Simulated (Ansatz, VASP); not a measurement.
**CoSi in VASP and in Ansatz**

```
CELL_PARAMETERS angstrom
4.38307 0.00000 0.00000
0.00000 4.38307 0.00000
0.00000 0.00000 4.38307
ATOMIC_POSITIONS crystal
Co 0.14568 0.14568 0.14568
Co 0.35432 0.85432 0.64568
Co 0.64568 0.35432 0.85432
Co 0.85432 0.64568 0.35432
Si 0.84361 0.84361 0.84361
Si 0.65639 0.15639 0.34361
Si 0.34361 0.65639 0.15639
Si 0.15639 0.34361 0.65639
```

Alike in both runs: functional r2SCAN; k mesh 8 × 8 × 8; occupations gaussian, width 0.1 eV; no spin polarisation.

Ansatz relaxed the structure, and its values are those at the end. VASP's run is a single point on that final structure, the one shown.

|  | VASP | Ansatz |
| --- | --- | --- |
| version | VASP 6.6.1 | Ansatz 0.2.0 |
| potentials or method | VASP PAW PBE potentials, release 64 (Co, Si), cutoff 520 eV | scalar-relativistic, plane waves, PAW |
| valence electrons in the cell | 52 | 84 |

```tsv
	VASP	Ansatz	Ansatz less VASP
gap on the k mesh at the Fermi level (eV)	none	none	-
pressure (GPa)	0.1	0.0	-0.09
```

VASP's potentials were made for PBE, not for r2SCAN. A gap of «none» marks a metal or a gap that the smearing closes. With one functional, cell and mesh, what is left measures potentials, basis and numerics. VASP's potentials hold 52 valence electrons a cell and Ansatz's 84, so a difference there can come from the potentials and not from the codes.
